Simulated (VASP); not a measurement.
# FeNi3 (Awaruite) (Pm-3m) in VASP: further runs

Aim: see how the results for FeNi3 (Awaruite) move with the level of theory and the settings. Levels: PBE, PBEsol, LDA. Tasks: single point.

Everything below comes from runs of VASP 6.6.1. Logs are shortened: lines on timing, memory, paths and dates and some standing lists are left out, and cuts for length are marked.

## 1. The cell of the first run

Symmetry: Pm-3m, No. 221, cubic system. Conventional cell: a = 3.615 Å, b = 3.615 Å, c = 3.615 Å, α = 90.00°, β = 90.00°, γ = 90.00°. Within 3.4 Å of Ni (site symmetry 4/mmm) lie 8 Ni at 2.56 Å and 4 Fe at 2.56 Å. Within 3.4 Å of Fe (site symmetry m-3m) lie 12 Ni at 2.56 Å.

## 2. Single point, PBE, collinear spin, ferromagnetic start

Contents of INCAR:

```
PREC = Accurate
ENCUT = 520
EDIFF = 1E-6
ISMEAR = -1
SIGMA = 0.05
LREAL = F
LASPH = T
NELM = 150
ALGO = Normal
ISIF = 2
LWAVE = F
LCHARG = F
ISPIN = 2
MAGMOM = 1 1 1 3
LORBIT = 11
LMAXMIX = 4
GGA = PE
NBANDS = 31
```

Contents of KPOINTS:

```
Automatic mesh
0
Gamma
  8 8 8
```

Contents of POSCAR:

```
FeNi3
1.0
    3.6145274555      0.0000000000      0.0000000000
    0.0000000000      3.6145274555      0.0000000000
    0.0000000000      0.0000000000      3.6145274555
Ni Fe
3 1
Direct
    0.5000000000      0.5000000000      0.0000000000
    0.5000000000      0.0000000000      0.5000000000
    0.0000000000      0.5000000000      0.5000000000
    0.0000000000      0.0000000000      0.0000000000
```

Potentials or basis: VASP PAW PBE potentials, release 64 (Ni, Fe).

The run is started by

```bash
cat potpaw_PBE.64/Ni/POTCAR potpaw_PBE.64/Fe/POTCAR > POTCAR
mpirun -np 1 vasp_std > vasp.out
```

OUTCAR:

```text
PREC = Accurate
   ENCUT = 520
   EDIFF = 1E-6
   ISMEAR = -1
   LREAL = F
   LASPH = T
   NELM = 150
   ISIF = 2
   ISPIN = 2
   LORBIT = 11
   GGA = PE

 ion  position               nearest neighbor table
   1  0.500  0.500  0.000-   2 2.56   3 2.56   4 2.56   2 2.56   3 2.56   2 2.56   4 2.56   2 2.56
                             3 2.56   4 2.56   3 2.56   4 2.56
   2  0.500  0.000  0.500-   1 2.56   3 2.56   4 2.56   1 2.56   4 2.56   1 2.56   3 2.56   1 2.56
                             3 2.56   4 2.56   4 2.56   3 2.56
   3  0.000  0.500  0.500-   1 2.56   2 2.56   4 2.56   1 2.56   4 2.56   2 2.56   4 2.56   4 2.56
                             1 2.56   2 2.56   1 2.56   2 2.56
   4  0.000  0.000  0.000-   1 2.56   2 2.56   3 2.56   2 2.56   3 2.56   1 2.56   3 2.56   3 2.56
                             1 2.56   2 2.56   2 2.56   1 2.56

  LATTYP: Found a simple cubic cell.
 ALAT       =     3.6145274555

  Lattice vectors:

 A1 = (   3.6145274555,   0.0000000000,   0.0000000000)
 A2 = (   0.0000000000,   3.6145274555,   0.0000000000)
 A3 = (   0.0000000000,   0.0000000000,   3.6145274555)

Analysis of symmetry for initial positions (statically):
=====================================================================
 Subroutine PRICEL returns:
 Original cell was already a primitive cell.

 Routine SETGRP: Setting up the symmetry group for a
 simple cubic supercell.

 Subroutine GETGRP returns: Found 48 space group operations
 (whereof 48 operations were pure point group operations)
 out of a pool of 48 trial point group operations.

The static configuration has the point symmetry O_h .

Analysis of symmetry for dynamics (positions and initial velocities):
=====================================================================
 Subroutine PRICEL returns:
 Original cell was already a primitive cell.

 Routine SETGRP: Setting up the symmetry group for a
 simple cubic supercell.

 Subroutine GETGRP returns: Found 48 space group operations
 (whereof 48 operations were pure point group operations)
 out of a pool of 48 trial point group operations.

The dynamic configuration has the point symmetry O_h .

Analysis of structural, dynamic, and magnetic symmetry:
=====================================================================
 Subroutine PRICEL returns:
 Original cell was already a primitive cell.

 Routine SETGRP: Setting up the symmetry group for a
 simple cubic supercell.

 Subroutine GETGRP returns: Found 48 space group operations
 (whereof 48 operations were pure point group operations)
[... 132 lines left out ...]
   LHFCALC =     F    Hartree Fock is set to
   AEXX    =    0.0000 exact exchange contribution
   IVDW    =     0    specifies the selected vdW correction
   LEPSILON=     F    determine dielectric tensor
   LRPA    =     F    only Hartree local field effects (RPA)
 spin polarized calculation
  energy-cutoff  :      520.00
  volume of cell :       47.22
 maximum number of plane-waves:      1328
 NGX is ok and might be reduce to    28
   NGX = 13   NGY = 13   NGZ = 13

 number of electron      38.0000060 magnetization       4.9493900

 Free energy of the ion-electron system (eV)
  ---------------------------------------------------
  ext. energy  EPLUGINS =         0.00000000
  ---------------------------------------------------
  free energy    TOTEN  =       -24.92142146 eV

  energy without entropy =      -24.89366939  energy(sigma->0) =      -24.90754543

 E-fermi :   7.8312     XC(G=0): -12.8094

 val. band max:        7.8303415064   @ k =   0.5000   0.2500   0.2500
 cond. band min:       7.8322600268   @ k =   0.5000   0.1250   0.1250
 fundamental gap:      0.0019185204
 Fermi energy:         7.8312105574

 spin component 1

 k-point     1 :       0.0000    0.0000    0.0000
  band No.  band energies     occupation
      1      -0.8482      1.00000
      2       2.8351      1.00000
      3       2.8351      1.00000
      4       3.5266      1.00000
      5       3.5266      1.00000
      6       3.5266      1.00000
[... 805 lines left out ...]
     30      21.0030      0.00000
     31      23.4427      0.00000

 [... further k-points ...]

 spin component 2

 k-point     1 :       0.0000    0.0000    0.0000
  band No.  band energies     occupation
      1      -0.8131      1.00000
      2       3.9362      1.00000
      3       3.9403      1.00000
      4       3.9403      1.00000
      5       4.5963      1.00000
      6       4.5964      1.00000
[... 805 lines left out ...]
     30      21.4130      0.00000
     31      23.5699      0.00000

 [... further k-points ...]

------------------------ aborting loop because EDIFF is reached ----------------------------------------

  FORCE on cell =-STRESS in cart. coord.  units (eV):
  Direction    XX          YY          ZZ          XY          YZ          ZX
  --------------------------------------------------------------------------------------
  -------------------------------------------------------------------------------------
  Total       -2.8550224     -2.8550224     -2.8550224     -0.0000000      0.0000000     -0.0000000
  in kB      -96.8646941    -96.8646941    -96.8646941     -0.0000000      0.0000000     -0.0000000
  external PRESSURE =     -96.8646941 kB  Pullay stress =       0.0000000 kB

 VOLUME and BASIS-vectors are now :
 -----------------------------------------------------------------------------
  energy-cutoff  :      520.00
  volume of cell :       47.22
      direct lattice vectors                 reciprocal lattice vectors
     3.614527456  0.000000000  0.000000000     0.276661337  0.000000000  0.000000000
     0.000000000  3.614527456  0.000000000     0.000000000  0.276661337  0.000000000
     0.000000000  0.000000000  3.614527456     0.000000000  0.000000000  0.276661337

 POSITION                                       TOTAL-FORCE (eV/Angst)
 -----------------------------------------------------------------------------------
      1.80726      1.80726      0.00000         0.000000      0.000000      0.000000
      1.80726      0.00000      1.80726         0.000000      0.000000      0.000000
      0.00000      1.80726      1.80726         0.000000      0.000000      0.000000
      0.00000      0.00000      0.00000         0.000000      0.000000      0.000000
 -----------------------------------------------------------------------------------
    total drift:                                0.000000      0.000000      0.000000

  FREE ENERGIE OF THE ION-ELECTRON SYSTEM (eV)
  ---------------------------------------------------
  free  energy   TOTEN  =       -24.9214214639 eV

  energy  without entropy=      -24.8936693890  energy(sigma->0) =      -24.90754543

 total charge

# of ion       s       p       d       tot
------------------------------------------
    1        0.480   0.460   8.298   9.239
    2        0.480   0.460   8.298   9.239
    3        0.480   0.460   8.298   9.239
    4        0.453   0.457   6.066   6.976
--------------------------------------------------
tot          1.893   1.838  30.960  34.692

 magnetization (x)

# of ion       s       p       d       tot
------------------------------------------
    1       -0.015  -0.042   0.730   0.673
    2       -0.015  -0.042   0.730   0.673
    3       -0.015  -0.042   0.730   0.673
    4        0.014   0.000   2.973   2.987
--------------------------------------------------
tot         -0.031  -0.127   5.164   5.006
```

OSZICAR:

```text
N       E                     dE             d eps       ncg     rms          rms(c)
DAV:   1     0.245575799303E+03    0.24558E+03   -0.17029E+04  4508   0.172E+03
DAV:   2    -0.127961772601E+02   -0.25837E+03   -0.24295E+03  4340   0.317E+02
DAV:   3    -0.288492754982E+02   -0.16053E+02   -0.15213E+02  4809   0.105E+02
DAV:   4    -0.290705276137E+02   -0.22125E+00   -0.22103E+00  5076   0.131E+01
DAV:   5    -0.290771866996E+02   -0.66591E-02   -0.66587E-02  6447   0.174E+00    0.198E+01
DAV:   6    -0.263278380248E+02    0.27493E+01   -0.26601E+01  4796   0.833E+01    0.193E+01
DAV:   7    -0.287846533894E+02   -0.24568E+01   -0.15974E+01  5077   0.865E+01    0.260E+01
DAV:   8    -0.248423164085E+02    0.39423E+01   -0.12946E+01  5933   0.426E+01    0.526E+00
DAV:   9    -0.249510624692E+02   -0.10875E+00   -0.41558E-01  5546   0.641E+00    0.312E+00
DAV:  10    -0.249189069594E+02    0.32156E-01   -0.66671E-02  5628   0.712E+00    0.160E+00
DAV:  11    -0.249168302934E+02    0.20767E-02   -0.24883E-02  6220   0.174E+00    0.111E+00
DAV:  12    -0.249213264356E+02   -0.44961E-02   -0.61858E-03  6019   0.188E+00    0.289E-01
DAV:  13    -0.249213987668E+02   -0.72331E-04   -0.12414E-03  6106   0.511E-01    0.566E-02
DAV:  14    -0.249214235301E+02   -0.24763E-04   -0.15970E-04  5521   0.103E-01    0.441E-02
DAV:  15    -0.249214213678E+02    0.21623E-05   -0.19186E-05  5329   0.948E-02    0.121E-02
DAV:  16    -0.249214214639E+02   -0.96147E-07   -0.25398E-06  4200   0.300E-02
   1 F= -.24921421E+02 E0= -.24907545E+02  d E =-.277521E-01  mag=     4.9504
```

Run time: 73 s. Hardware: 1 thread of Intel Xeon 6975P-C, shared host; peak memory 0.22 GiB.

What came out:

| Item | Value |
| --- | --- |
| Free energy | -24.9214 eV |
| Pressure | -9.7 GPa |
| Net moment | 4.95 μB per cell |
| Site moments | Ni +0.67; Fe +2.99 μB |
| Valence electrons inside the program's atomic spheres | Ni 9.24; Fe 6.98 |

Levels at points of the mesh, in eV from the Fermi level:
Spin up:
```csv
k point,band 17,band 18,band 19,band 20,band 21,band 22,band 23,band 24,band 25,band 26
"(0.00, 0.00, 0.00)",-0.81,-0.81,-0.67,-0.67,-0.67,2.21,2.21,2.21,8.32,8.32
"(0.50, 0.00, 0.00)",-1.53,-1.48,-1.45,-1.03,-0.81,-0.67,7.13,7.13,7.19,7.19
"(0.50, 0.50, 0.00)",-1.71,-1.71,-1.48,-1.42,0.62,0.62,0.62,0.62,10.69,10.73
"(0.50, 0.50, 0.50)",-0.89,-0.82,-0.82,-0.82,-0.41,-0.41,-0.41,-0.24,5.00,5.00
```
Spin down:
| k point | band 13 | band 14 | band 15 | band 16 | band 17 | band 18 | band 19 | band 20 |
| --- | --- | --- | --- | --- | --- | --- | --- | --- |
| (0.00, 0.00, 0.00) | 0.01 | 0.29 | 0.29 | 0.29 | 0.96 | 0.96 | 1.18 | 1.18 |
| (0.50, 0.00, 0.00) | -0.85 | -0.85 | -0.77 | -0.36 | -0.07 | -0.07 | 0.29 | 0.54 |
| (0.50, 0.50, 0.00) | -1.10 | -1.10 | -1.08 | -0.72 | -0.58 | 0.20 | 0.20 | 0.44 |
| (0.50, 0.50, 0.50) | -0.38 | -0.38 | -0.38 | -0.37 | 0.08 | 0.08 | 0.08 | 0.76 |

## 3. Single point, PBEsol, collinear spin, ferromagnetic start

This run uses another cell than the first one, of 11.14 Å³/atom, 0.943 times its volume.

Contents of INCAR:

```
SYSTEM = FeNi3
ALGO = Normal
EDIFF = 1E-6
ENCUT = 520
GGA = PS
ISIF = 2
ISMEAR = -1
ISPIN = 2
LASPH = .True.
LCHARG = .True.
LELF = .True.
LMAXMIX = 4
LORBIT = 11
LREAL = .False.
LVHAR = .True.
LWAVE = .False.
MAGMOM = 1 1 1 3
NBANDS = 31
NELM = 150
PREC = Accurate
SIGMA = 0.05
```

Contents of KPOINTS:

```
k-points
0
Gamma
  8 8 8
  0 0 0
```

Contents of POSCAR:

```
FeNi3
1.0
    3.5450000000      0.0000000000      0.0000000000
    0.0000000000      3.5450000000      0.0000000000
    0.0000000000      0.0000000000      3.5450000000
Ni Fe
3 1
Direct
    0.5000000000      0.5000000000      0.0000000000
    0.5000000000      0.0000000000      0.5000000000
    0.0000000000      0.5000000000      0.5000000000
    0.0000000000      0.0000000000      0.0000000000
```

Potentials or basis: VASP PAW PBE potentials, release 64 (Ni, Fe).

The run is started by

```bash
cat potpaw_PBE.64/Ni/POTCAR potpaw_PBE.64/Fe/POTCAR > POTCAR
mpirun -np 1 vasp_std > vasp.out
```

OUTCAR:

```text
SYSTEM = FeNi3
   EDIFF = 1E-6
   ENCUT = 520
   GGA = PS
   ISIF = 2
   ISMEAR = -1
   ISPIN = 2
   LASPH = .True.
   LORBIT = 11
   LREAL = .False.
   NELM = 150
   PREC = Accurate

 ion  position               nearest neighbor table
   1  0.500  0.500  0.000-   2 2.51   3 2.51   4 2.51   2 2.51   3 2.51   2 2.51   4 2.51   2 2.51
                             3 2.51   4 2.51   3 2.51   4 2.51
   2  0.500  0.000  0.500-   1 2.51   3 2.51   4 2.51   1 2.51   4 2.51   1 2.51   3 2.51   1 2.51
                             3 2.51   4 2.51   4 2.51   3 2.51
   3  0.000  0.500  0.500-   1 2.51   2 2.51   4 2.51   1 2.51   4 2.51   2 2.51   4 2.51   4 2.51
                             1 2.51   2 2.51   1 2.51   2 2.51
   4  0.000  0.000  0.000-   1 2.51   2 2.51   3 2.51   2 2.51   3 2.51   1 2.51   3 2.51   3 2.51
[... 1868 lines left out ...]

 POSITION                                       TOTAL-FORCE (eV/Angst)
 -----------------------------------------------------------------------------------
      1.77250      1.77250      0.00000         0.000000      0.000000      0.000000
      1.77250      0.00000      1.77250         0.000000      0.000000      0.000000
      0.00000      1.77250      1.77250         0.000000      0.000000      0.000000
      0.00000      0.00000      0.00000         0.000000      0.000000      0.000000
 -----------------------------------------------------------------------------------
    total drift:                                0.000000      0.000000      0.000000

  FREE ENERGIE OF THE ION-ELECTRON SYSTEM (eV)
  ---------------------------------------------------
  free  energy   TOTEN  =       -27.5863735754 eV

  energy  without entropy=      -27.5582299524  energy(sigma->0) =      -27.57230176

 total charge

# of ion       s       p       d       tot
------------------------------------------
    1        0.506   0.514   8.319   9.339
    2        0.506   0.514   8.319   9.339
    3        0.506   0.514   8.319   9.339
    4        0.476   0.506   6.107   7.089
--------------------------------------------------
tot          1.995   2.047  31.065  35.107

 magnetization (x)

# of ion       s       p       d       tot
------------------------------------------
    1       -0.015  -0.041   0.694   0.638
    2       -0.015  -0.041   0.694   0.638
    3       -0.015  -0.041   0.694   0.638
    4        0.010   0.002   2.890   2.902
--------------------------------------------------
tot         -0.035  -0.122   4.973   4.816
```

Wall time 2.7 min (1 thread of Oxide Virtual Turin-like, shared host); peak memory 0.18 GiB.

What came out:

```
Free energy                                           : -27.5864 eV
Pressure                                              : -9.4 GPa
Net moment                                            : 4.80 μB per cell
Site moments                                          : Ni +0.64; Fe +2.90 μB
Valence electrons inside the program's atomic spheres : Ni 9.34; Fe 7.09
```

Caveat: the PAW data sets were made with another functional, which shifts forces and pressure a little.

## 4. Single point, LDA, collinear spin, ferromagnetic start

This run uses another cell than the first one, of 11.14 Å³/atom, 0.943 times its volume.

Contents of INCAR:

```
SYSTEM = FeNi3
PREC = Accurate
ENCUT = 520
EDIFF = 1E-7
ISMEAR = -1
SIGMA = 0.05
LREAL = .FALSE.
LASPH = .TRUE.
NELM = 150
ALGO = Fast
ISIF = 2
LWAVE = .FALSE.
LCHARG = .TRUE.
ISPIN = 2
MAGMOM = 1 1 1 3
LORBIT = 11
LMAXMIX = 4
GGA = CA
LELF = .TRUE.
LVHAR = .TRUE.
NBANDS = 31
```

Contents of KPOINTS:

```
Automatic mesh
0
G
  8 8 8
  0 0 0
```

POSCAR is that of step 3.

Potentials or basis: VASP PAW LDA potentials, release 64 (Ni, Fe).

The run is started by

```bash
cat potpaw_LDA.64/Ni/POTCAR potpaw_LDA.64/Fe/POTCAR > POTCAR
mpirun -np 1 vasp_std > vasp.out
```

Wall time 2.3 min (1 thread of Oxide Virtual Turin-like, shared host); peak memory 0.16 GiB.

The run converged. Its results:

```
Free energy                                           : -28.9871 eV
Pressure                                              : -17.3 GPa
Net moment                                            : 4.58 μB per cell
Site moments                                          : Ni +0.59; Fe +2.79 μB
Valence electrons inside the program's atomic spheres : Ni 9.34; Fe 7.11
```

Levels at points of the mesh, in eV from the Fermi level:
Spin up:
```tsv
k point	band 19	band 20	band 21	band 22	band 23	band 24
(0.00, 0.00, 0.00)	-0.49	-0.49	-0.49	2.26	2.26	2.26
(0.50, 0.00, 0.00)	-1.22	-0.96	-0.55	-0.49	7.53	7.53
(0.50, 0.50, 0.00)	-1.41	-1.39	0.84	0.84	0.92	0.94
(0.50, 0.50, 0.50)	-0.67	-0.67	-0.46	-0.46	-0.46	-0.33
```
Spin down:
```
           k point  band 13  band 14  band 15  band 16  band 17  band 18  band 19  band 20  band 21  band 22
(0.00, 0.00, 0.00)    -0.03     0.22     0.22     0.22     0.88     0.88     1.23     1.23     1.23     2.43
(0.50, 0.00, 0.00)    -0.98    -0.98    -0.85    -0.37    -0.16    -0.16     0.22     0.35     0.50     1.20
(0.50, 0.50, 0.00)    -1.21    -1.18    -1.18    -0.80    -0.72     0.12     0.12     0.22     1.41     1.41
(0.50, 0.50, 0.50)    -0.34    -0.27    -0.27    -0.27     0.02     0.02     0.02     0.77     0.77     0.77
```

(Part 1 of 2 ends here.)
